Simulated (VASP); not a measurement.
Cs: single point with RPBE

Crystal: Cs.

```
Cs
1.0
    -3.19997    3.19997    3.19997
     3.19997   -3.19997    3.19997
     3.19997    3.19997   -3.19997
Cs
1
Direct
  0.00000 0.00000 0.00000
```

| Item | Value |
| --- | --- |
| Program | VASP 6.6.1 |
| Task | single point |
| Functional | RPBE |
| Potentials or basis | VASP PAW PBE potentials, release 64 (Cs_sv) |
| Cutoff | 520 eV |
| k mesh | 12 × 12 × 12 |
| Occupations | fermi-dirac, width 0.1 eV |
| Spin | no spin polarisation |

```json
{
 "Pressure": "0.0 GPa",
 "Band gap on the k mesh": "zero (an odd number of electrons rules out a gap without spin polarisation)"
}
```

Levels at points of the mesh, in eV from the Fermi level:
```tsv
k point	band 2	band 3	band 4	band 5	band 6	band 7
(0.00, 0.00, 0.00)	-10.76	-10.76	-10.76	-1.53	2.45	2.45
(0.50, 0.00, 0.00)	-10.85	-10.79	-10.76	0.10	0.72	1.68
(0.50, 0.50, 0.50)	-10.82	-10.82	-10.82	0.74	0.74	2.71
```

Wall time 40 s on 1 thread of Intel(R) Xeon(R) 6975P-C (Granite Rapids) (shared host), peak memory 0.29 GiB.

Caveat: the PAW data sets were made with another functional, which shifts forces and pressure a little; spin-orbit coupling is left out, which moves the levels of the heavy elements.
